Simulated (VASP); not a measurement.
Write the native input for VASP 6.6.1 that does the following.

| Item | Value |
| --- | --- |
| Task | single point |
| Functional | PBEsol |
| Potentials or basis | VASP PAW PBE potentials, release 64 (Sb, In_d) |
| Cutoff | 520 eV |
| k mesh | 6 × 6 × 6 |
| Occupations | fermi-dirac, width 0.05 eV |
| Spin | no spin polarisation |
| Dipole correction | no |
| Further INCAR settings | ALGO = Normal; EDIFF = 1e-06; NBANDS = 22 |

The structure of InSb3 lies in POSCAR:

```
InSb3
1.0
    4.8381981727      0.0000000000      0.0000000000
    0.0000000000      4.8381981727      0.0000000000
    0.0000000000      0.0000000000      4.8381981727
Sb In
3 1
Direct
    0.5000000000      0.5000000000      0.0000000000
    0.0000000000      0.5000000000      0.5000000000
    0.5000000000      0.0000000000      0.5000000000
    0.0000000000      0.0000000000      0.0000000000
```

One way to write it, as run:

INCAR

```
PREC     = Accurate       # precision mode
ENCUT    = 520            # plane-wave cutoff, eV
EDIFF    = 1E-6           # SCF threshold, eV
ISMEAR   = -1             # smearing method
SIGMA    = 0.05           # smearing width, eV
LREAL    = F              # projectors in reciprocal space
LASPH    = T              # aspherical terms in the spheres
NELM     = 60             # most SCF steps
ALGO     = Normal         # electronic algorithm
ISIF     = 2              # what is computed and relaxed
LWAVE    = F              # write WAVECAR
LCHARG   = F              # write CHGCAR
GGA      = PS             # functional
NBANDS   = 22             # bands
```

KPOINTS

```
regular mesh
0
Gamma
  6 6 6
```

Potentials or basis: VASP PAW PBE potentials, release 64 (Sb, In_d).

Command:

```console
$ cat potpaw_PBE.64/Sb/POTCAR potpaw_PBE.64/In_d/POTCAR > POTCAR
$ mpirun -np 1 vasp_std > vasp.out
```

It gave:

| Quantity | Value |
| --- | --- |
| Pressure | -3.6 GPa |
| Band gap on the k mesh | zero (band 14 reaches 10.86 eV, above the bottom of band 15 at 6.36 eV) |

Caveat: the PAW data sets were made with another functional, which shifts forces and pressure a little; spin-orbit coupling is left out, which moves the levels of the heavy elements.

It took 13 s on 1 thread of Intel(R) Xeon(R) 6975P-C (Granite Rapids), with other jobs on the host, peak memory 0.22 GiB.
